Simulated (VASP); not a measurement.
# ScGaI6 (P1) in VASP: single point with PBEsol

Aim: the single point of ScGaI6 with PBEsol.

All numbers are computed with VASP 6.6.1; they aren't measurements. Logs are shortened: lines on timing, memory, paths and dates and some standing lists are left out, and cuts for length are marked.

### Step 1. The cell of the first run

The typed cell holds 8 atoms: a = 7.729 Å, b = 7.737 Å, c = 7.724 Å, α = 111.82°, β = 111.60°, γ = 111.95°.

### Step 2. Single point, PBEsol

File INCAR:

```
ALGO = Normal
EDIFF = 1E-6
ENCUT = 500
GGA = PS
GGA_COMPAT = F
ISIF = 2
ISMEAR = -1
LASPH = T
LCHARG = F
LREAL = F
LWAVE = F
NBANDS = 43
NELM = 120
PREC = Accurate
SIGMA = 0.05
```

File KPOINTS:

```
k-points
0
Gamma
  4 4 4
```

File POSCAR:

```
ScGaI6
1.0
    6.4066051479      3.6822148322      2.2660927317
   -6.4114678892      3.6954198323      2.2580647865
    0.0091172814     -7.3830159049      2.2707732802
Sc Ga I
1 1 6
Direct
   -0.0045632781     -0.0017903095     -0.0006247672
    0.4961305379      0.4982967892      0.4986513711
    0.4333180528      0.2509433184      0.0848157570
    0.2472223311      0.0844980964      0.4364673566
    0.9092081455      0.5607704560      0.7460831759
    0.7443097154      0.9124716131      0.5620902329
    0.5574481562      0.7452765721      0.9125839290
    0.0825722294      0.4359723553      0.2521392052
```

Potentials or basis: VASP PAW PBE potentials, release 64 (Sc_sv, Ga_d, I).

Started as:

```bash
> cat potpaw_PBE.64/Sc_sv/POTCAR potpaw_PBE.64/Ga_d/POTCAR potpaw_PBE.64/I/POTCAR > POTCAR
> mpirun -np 1 vasp_std > vasp.out
```

OUTCAR:

```text
EDIFF = 1E-6
   ENCUT = 500
   GGA = PS
   ISIF = 2
   ISMEAR = -1
   LASPH = T
   LREAL = F
   NELM = 120
   PREC = Accurate

 ion  position               nearest neighbor table
   1  0.995  0.998  0.999-   7 2.85   4 2.85   8 2.85   5 2.86   6 2.86   3 2.86
   2  0.496  0.498  0.499-   3 2.78   6 2.78   5 2.78   4 2.78   8 2.79   7 2.79
   3  0.433  0.251  0.085-   2 2.78   1 2.86
   4  0.247  0.084  0.436-   2 2.78   1 2.85
   5  0.909  0.561  0.746-   2 2.78   1 2.86
   6  0.744  0.912  0.562-   2 2.78   1 2.86
   7  0.557  0.745  0.913-   2 2.79   1 2.85
   8  0.083  0.436  0.252-   2 2.79   1 2.85

  LATTYP: Found a triclinic cell.
 ALAT       =     7.7243393418
 B/A-ratio  =     1.6547069600
 C/A-ratio  =     0.8796783725
 COS(alpha) =     0.0007384066
 COS(beta)  =     0.2947339186
 COS(gamma) =     0.8269835089

  Lattice vectors:

 A1 = (  -0.0091172814,   7.3830159049,  -2.2707732802)
 A2 = (   6.3974878665,  11.0652307371,  -0.0046805485)
 A3 = (  -0.0042545401,   0.0053812404,  -6.7949307984)

Analysis of symmetry for initial positions (statically):
=====================================================================
 Subroutine PRICEL returns:
 Original cell was already a primitive cell.

 Routine SETGRP: Setting up the symmetry group for a
 triclinic supercell.

 Subroutine GETGRP returns: Found  1 space group operations
 (whereof  1 operations were pure point group operations)
 out of a pool of  2 trial point group operations.

The static configuration has the point symmetry C_1 .

Analysis of symmetry for dynamics (positions and initial velocities):
=====================================================================
 Subroutine PRICEL returns:
 Original cell was already a primitive cell.

 Routine SETGRP: Setting up the symmetry group for a
 triclinic supercell.

 Subroutine GETGRP returns: Found  1 space group operations
 (whereof  1 operations were pure point group operations)
 out of a pool of  2 trial point group operations.

The dynamic configuration has the point symmetry C_1 .

 Subroutine INISYM returns: Found  1 space group operations
 (whereof  1 operations are pure point group operations),
 and found     1 'primitive' translations

----------------------------------------------------------------------------------------

                                     Primitive cell

  volume of cell :     321.4439

  direct lattice vectors                    reciprocal lattice vectors
     6.406605148  3.682214832  2.266092732     0.077969409  0.045356526  0.147155634
    -6.411467889  3.695419832  2.258064786    -0.078060513  0.045193853  0.147253201
     0.009117281 -7.383015905  2.270773280    -0.000185054 -0.090203960  0.147097212

  length of vectors
     7.729066688  7.737047551  7.724339342     0.172601343  0.172683043  0.172552538

  position of ions in fractional coordinates (direct lattice)
     0.995436722  0.998209690  0.999375233
     0.496130538  0.498296789  0.498651371
     0.433318053  0.250943318  0.084815757
     0.247222331  0.084498096  0.436467357
     0.909208146  0.560770456  0.746083176
     0.744309715  0.912471613  0.562090233
     0.557448156  0.745276572  0.912583929
     0.082572229  0.435972355  0.252139205

  ion indices of the primitive-cell ions
   primitive index   ion index
                 1           1
                 2           2
                 3           3
                 4           4
                 5           5
                 6           6
                 7           7
                 8           8

----------------------------------------------------------------------------------------

 KPOINTS: k-points

Automatic generation of k-mesh.
 Grid dimensions read from file:
 generate k-points for:    4    4    4

 Generating k-lattice:

  Cartesian coordinates                     Fractional coordinates (reciprocal lattice)
     0.019492352  0.011339131  0.036788909     0.250000000  0.000000000 -0.000000000
    -0.019515128  0.011298463  0.036813300     0.000000000  0.250000000  0.000000000
    -0.000046263 -0.022550990  0.036774303     0.000000000  0.000000000  0.250000000

  Length of vectors
     0.043150336  0.043170761  0.043138135

  Shift w.r.t. Gamma in fractional coordinates (k-lattice)
     0.000000000  0.000000000  0.000000000

 Subroutine IBZKPT returns following result:
 ===========================================

 Found     36 irreducible k-points:

 Following reciprocal coordinates:
            Coordinates               Weight
  0.000000  0.000000  0.000000      1.000000
  0.250000  0.000000 -0.000000      2.000000
  0.500000  0.000000 -0.000000      1.000000
  0.000000  0.250000 -0.000000      2.000000
  0.250000  0.250000  0.000000      2.000000
  0.500000  0.250000 -0.000000      2.000000
[... 16 lines left out ...]
  0.000000 -0.250000  0.250000      2.000000
  0.250000 -0.250000  0.250000      2.000000
 [... further k-points ...]
   k-points           NKPTS =     36   k-points in BZ     NKDIM =     36   number of bands    NBANDS=     43
   number of dos      NEDOS =    301   number of ions     NIONS =      8
   total plane-waves  NPLWV = 175616
   dimension x,y,z NGX =    56 NGY =   56 NGZ =   56
   dimension x,y,z NGXF=   112 NGYF=  112 NGZF=  112
   ions per type =               1   1   6
   NGX,Y,Z   is equivalent  to a cutoff of  12.05, 12.03, 12.05 a.u.
   NGXF,Y,Z  is equivalent  to a cutoff of  24.09, 24.07, 24.11 a.u.
 SYSTEM =  unknown system
   PREC   = accura    normal or accurate (medium, high low for compatibility)
   ISTART =      0    job   : 0-new  1-cont  2-samecut
   ICHARG =      2    charge: 1-file 2-atom 10-const
   ISPIN  =      1    spin polarized calculation?
   LNONCOLLINEAR =      F non collinear calculations
   LSORBIT =      F    spin-orbit coupling
   LASPH  =      T    aspherical Exc in radial PAW
   ENCUT  =  500.0 eV  36.75 Ry    6.06 a.u.  14.09 14.11 14.08*2*pi/ulx,y,z
   NELM   =    120;   NELMIN=  2; NELMDL= -5     # of ELM steps
   EDIFF  = 0.1E-05   stopping-criterion for ELM
   LREAL  =      F    real-space projection
   EDIFFG = 0.1E-04   stopping-criterion for IOM
   NSW    =      0    number of steps for IOM
   IBRION =     -1    ionic relax: 0-MD 1-quasi-New 2-CG
   NFREE  =      0    steps in history (QN), initial steepest desc. (CG)
   ISIF   =      2    stress and relaxation
   ISYM   =      2    0-nonsym 1-usesym 2-fastsym
   POTIM  = 0.5000    time-step for ionic-motion
   TEBEG  =    0.0;   TEEND  =   0.0 temperature during run
   PSTRESS=    0.0 pullay stress
   NELECT =      66.0000    total number of electrons
   NUPDOWN=      -1.0000    fix difference up-down
   EMIN   =  10.00;   EMAX   =-10.00  energy-range for DOS
   EFERMI =   0.00;   METHOD = LEGACY
   ISMEAR =    -1;   SIGMA  =   0.05  broadening in eV -4-tet -1-fermi 0-gaus
   EFERMI_NEDOS =   21; number of points for ismear=-14 and -15
   IALGO  =     38    algorithm
   IMIX   =      4    mixing-type and parameters
     AMIX     =   0.40;   BMIX     =  1.00
     AMIX_MAG =   1.60;   BMIX_MAG =  1.00
  volume/ion in A,a.u.               =      40.18       271.15
  Fermi-wavevector in a.u.,A,eV,Ry     =   0.965801  1.825100 12.691134  0.932772
  Thomas-Fermi vector in A             =   2.095549
   LORBIT       =      0    0 simple, 1 ext, 2 COOP (PROOUT), +10 PAW based schemes
   GGA     = PS    functional components
   LHFCALC =     F    Hartree Fock is set to
   AEXX    =    0.0000 exact exchange contribution
   IVDW    =     0    specifies the selected vdW correction
   LEPSILON=     F    determine dielectric tensor
   LRPA    =     F    only Hartree local field effects (RPA)
 non-spin polarized calculation
  energy-cutoff  :      500.00
  volume of cell :      321.44
 maximum number of plane-waves:      8176
   NGX = 29   NGY = 29   NGZ = 29

 number of electron      66.0000000 magnetization

 Free energy of the ion-electron system (eV)
  ---------------------------------------------------
  ext. energy  EPLUGINS =         0.00000000
  ---------------------------------------------------
  free energy    TOTEN  =       -26.58474539 eV

  energy without entropy =      -26.58474441  energy(sigma->0) =      -26.58474490

 E-fermi :   2.4253     XC(G=0):  -8.0103

 val. band max:        1.8180402365   @ k =   0.2500   0.2500   0.2500
 cond. band min:       3.0556010118   @ k =   0.0000   0.0000   0.0000
 fundamental gap:      1.2375607753
 Fermi energy:         2.4253281241

 k-point     1 :       0.0000    0.0000    0.0000
  band No.  band energies     occupation
      1     -47.4862      2.00000
      2     -26.2415      2.00000
      3     -26.1714      2.00000
      4     -26.1712      2.00000
      5     -12.9545      2.00000
      6     -12.9542      2.00000
[... 35 lines left out ...]
     42       7.0219      0.00000
     43       7.0281      0.00000

 k-point     2 :       0.2500    0.0000   -0.0000
  band No.  band energies     occupation
      1     -47.4862      2.00000
      2     -26.2416      2.00000
      3     -26.1714      2.00000
      4     -26.1712      2.00000
      5     -12.9543      2.00000
      6     -12.9539      2.00000
[... 35 lines left out ...]
     42       7.1720      0.00000
     43       7.6565      0.00000

 k-point     3 :       0.5000    0.0000   -0.0000
  band No.  band energies     occupation
      1     -47.4862      2.00000
      2     -26.2417      2.00000
      3     -26.1714      2.00000
      4     -26.1712      2.00000
      5     -12.9542      2.00000
      6     -12.9535      2.00000
[... 919 lines left out ...]
      6     -12.9540      2.00000
[... 35 lines left out ...]
     42       7.0331      0.00000
     43       7.5881      0.00000

 k-point    24 :       0.2500   -0.2500    0.2500
  band No.  band energies     occupation
      1     -47.4862      2.00000
      2     -26.2416      2.00000
      3     -26.1714      2.00000
      4     -26.1712      2.00000
      5     -12.9544      2.00000
      6     -12.9539      2.00000
[... 35 lines left out ...]
     42       7.0857      0.00000
     43       7.9603      0.00000

 [... further k-points ...]

------------------------ aborting loop because EDIFF is reached ----------------------------------------

  FORCE on cell =-STRESS in cart. coord.  units (eV):
  Direction    XX          YY          ZZ          XY          YZ          ZX
  --------------------------------------------------------------------------------------
  -------------------------------------------------------------------------------------
  Total        0.1373319      0.1545203      0.1552136      0.0034221      0.0086472     -0.0089494
  in kB        0.6845053      0.7701776      0.7736332      0.0170570      0.0431004     -0.0446064
  external PRESSURE =       0.7427720 kB  Pullay stress =       0.0000000 kB

 VOLUME and BASIS-vectors are now :
 -----------------------------------------------------------------------------
  energy-cutoff  :      500.00
  volume of cell :      321.44
      direct lattice vectors                 reciprocal lattice vectors
     6.406605148  3.682214832  2.266092732     0.077969409  0.045356526  0.147155634
    -6.411467889  3.695419832  2.258064786    -0.078060513  0.045193853  0.147253201
     0.009117281 -7.383015905  2.270773280    -0.000185054 -0.090203960  0.147097212

 POSITION                                       TOTAL-FORCE (eV/Angst)
 -----------------------------------------------------------------------------------
     -0.01351     -0.02419      6.77913        -0.000272      0.003919     -0.000247
     -0.01176     -0.01328      3.38179        -0.003432     -0.004442     -0.000583
      1.16796      1.89671      1.74118         0.013349      0.014553      0.007858
      1.04608     -1.99986      1.74215         0.014669     -0.012599      0.006981
      2.23638     -0.08816      5.02079         0.014973     -0.002556     -0.008339
     -1.07666      1.96275      5.02347        -0.011099      0.016070     -0.006624
     -1.19865     -1.93087      5.01838        -0.009299     -0.017073     -0.005471
     -2.26392      0.05360      1.74412        -0.018890      0.002128      0.006425
 -----------------------------------------------------------------------------------
    total drift:                               -0.000042      0.000146     -0.000484

  FREE ENERGIE OF THE ION-ELECTRON SYSTEM (eV)
  ---------------------------------------------------
  free  energy   TOTEN  =       -26.5847453881 eV

  energy  without entropy=      -26.5847444145  energy(sigma->0) =      -26.58474490
```

It took 17 min on 1 thread of Oxide Virtual Turin-like, shared host; peak memory 0.69 GiB.

What came out:

```
Free energy            : -26.5847 eV
Pressure               : 0.1 GPa
Largest force          : 0.021 eV/Å
Band gap on the k mesh : 1.24 eV (least direct gap 1.39 eV)
```

Forces on the atoms (eV/Å):
```
Sc   0.000  0.004  0.000
Ga  -0.003 -0.004 -0.001
I    0.013  0.015  0.008
I    0.015 -0.013  0.007
I    0.015 -0.003 -0.008
I   -0.011  0.016 -0.007
I   -0.009 -0.017 -0.005
I   -0.019  0.002  0.006
```

Caveat: the PAW data sets were made with another functional, which shifts forces and pressure a little; spin-orbit coupling is left out, which moves the levels of the heavy elements. A k mesh can miss the band edges.
